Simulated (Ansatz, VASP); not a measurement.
# Two plane-wave programs on ZnH2

INCAR

```
SYSTEM = ZnH2
ALGO     = Normal         ! electronic algorithm
EDIFF    = 1E-7           ! SCF threshold, eV
EDIFFG   = -0.04          ! ionic threshold
ENCUT    = 910            ! plane-wave cutoff, eV
GGA      = PE             ! functional
GGA_COMPAT= .FALSE.      
IBRION   = 2              ! ionic algorithm
ISIF     = 3              ! what is computed and relaxed
ISMEAR   = 0              ! smearing method
LASPH    = .TRUE.         ! aspherical terms in the spheres
LCHARG   = .FALSE.        ! write CHGCAR
LREAL    = .FALSE.        ! projectors in reciprocal space
LWAVE    = .FALSE.        ! write WAVECAR
NELM     = 120            ! most SCF steps
NELMIN   = 4            
NSW      = 90             ! ionic steps
PREC     = Accurate       ! precision mode
SIGMA    = 0.1            ! smearing width, eV
```

KPOINTS

```
k-points
0
G
  6 6 4
  0 0 0
```

Contents of POSCAR:

```
ZnH2
1.0
    2.8337314000      0.0000000000      0.0000000000
   -1.4168657000      2.4540833800      0.0000000000
    0.0000000000      0.0000000000      7.3071226400
Zn H
2 4
Direct
    0.3333333300      0.6666666700      0.2500000000
    0.6666666700      0.3333333300      0.7500000000
    0.3333333300      0.6666666700      0.5479999800
    0.6666666700      0.3333333300      0.0479999800
    0.3333333300      0.6666666700      0.9520000200
    0.6666666700      0.3333333300      0.4520000200
```

Input for Ansatz:

```yaml
crystal:
  lattice:
    - [2.8337314, 0.0, 0.0]
    - [-1.4168657, 2.45408338, 0.0]
    - [0.0, 0.0, 7.30712264]
  atoms:
    - { symbol: Zn, position: [0.33333333, 0.66666667, 0.25] }
    - { symbol: Zn, position: [0.66666667, 0.33333333, 0.75] }
    - { symbol: H, position: [0.33333333, 0.66666667, 0.54799998] }
    - { symbol: H, position: [0.66666667, 0.33333333, 0.04799998] }
    - { symbol: H, position: [0.33333333, 0.66666667, 0.95200002] }
    - { symbol: H, position: [0.66666667, 0.33333333, 0.45200002] }
basis:
  ecutwfc: 420
kpoints:
  mp_grid: { grid: [6, 6, 4] }
hamiltonian:
  xc: pbe
scf:
  occupations: { method: gaussian, width: 0.1 }
  lower_state_search: "off"
output:
  forces: true
  stress: true
  eigenvalues: true
relax:
  adjacent_minimum: "off"
  f_tol: 0.04
  max_steps: 70
  cell: { stress_tol: 0.4 }
```

Change from the starting cell: species swapped into the ReB2 type (P6_3/mmc, No. 194).

Alike in both runs: task relaxation of cell and atoms; functional PBE; k mesh 6 × 6 × 4; occupations gaussian, width 0.1 eV; no spin polarisation.

|  | VASP | Ansatz |
| --- | --- | --- |
| version | VASP 6.6.1 | Ansatz 0.2.0 |
| potentials or method | VASP PAW PBE potentials, release 64 (Zn, H_h), cutoff 910 eV | scalar-relativistic, plane waves, PAW |
| valence electrons in the cell | 28 | 28 |

Ansatz gave:

| Property | Result |
| --- | --- |
| gap on the k mesh at the Fermi level, each at its own relaxed structure (eV) | none |
| relaxed volume (Å³/atom) | 8.50 |
| relaxed cell length with the largest relative difference (Å) | 8.248 |

Question: Estimate VASP's values.

Answer: gap on the k mesh at the Fermi level, each at its own relaxed structure (eV): none; relaxed volume (Å³/atom): 8.45; relaxed cell length with the largest relative difference (Å): 8.181.

A gap of «none» marks a metal or a gap that the smearing closes.

The k mesh is coarse, so the values compare programs but aren't converged.
